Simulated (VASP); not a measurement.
Wanted: the native input for a VASP 6.6.1 run.

```yaml
Task: single point
Functional: PBE
Potentials_or_basis: VASP PAW PBE potentials, release 64 (Li_sv, F)
Cutoff: 520 eV
k_mesh: 9 × 9 × 6
Occupations: gaussian, width 0.05 eV
Spin: no spin polarisation
Dipole_correction: no
Further_INCAR_settings: ALGO = Normal; EDIFF = 1e-06; NBANDS = 18
```

The structure of LiF lies in POSCAR:

```
LiF
1.0
    3.1094393350      0.0000000000      0.0000000000
   -1.5547196675      2.6928534557      0.0000000000
    0.0000000000      0.0000000000      4.9539587486
Li F
2 2
Direct
    0.3333333333      0.6666666667      0.3912714954
    0.6666666667      0.3333333333      0.8912714954
    0.3333333333      0.6666666667      0.9939266766
    0.6666666667      0.3333333333      0.4939266766
```

This cell differs from its parent crystal: c/a of the conventional cell at fixed volume 1.5932.

One way to write it, as run:

INCAR

```
ALGO = Normal ; EDIFF = 1E-6
ENCUT = 520 ; GGA = PE
ISIF = 2 ; ISMEAR = 0
LASPH = T ; LCHARG = F
LREAL = F ; LWAVE = F
NBANDS = 18 ; NELM = 80
PREC = Accurate ; SIGMA = 0.05
```

KPOINTS

```
k-points
0
Gamma
  9 9 6
```

Potentials or basis: VASP PAW PBE potentials, release 64 (Li_sv, F).

Run with:

```bash
$ cat potpaw_PBE.64/Li_sv/POTCAR potpaw_PBE.64/F/POTCAR > POTCAR
$ mpirun -np 1 vasp_std > vasp.out
```

Results of the run:

```yaml
Largest_force: 0.157 eV/Å
Band_gap_on_the_k_mesh: 7.55 eV, direct
```

It took 23 s on 1 thread of Intel(R) Xeon(R) Platinum 8488C (Sapphire Rapids), with other jobs on the host, peak memory 0.16 GiB.
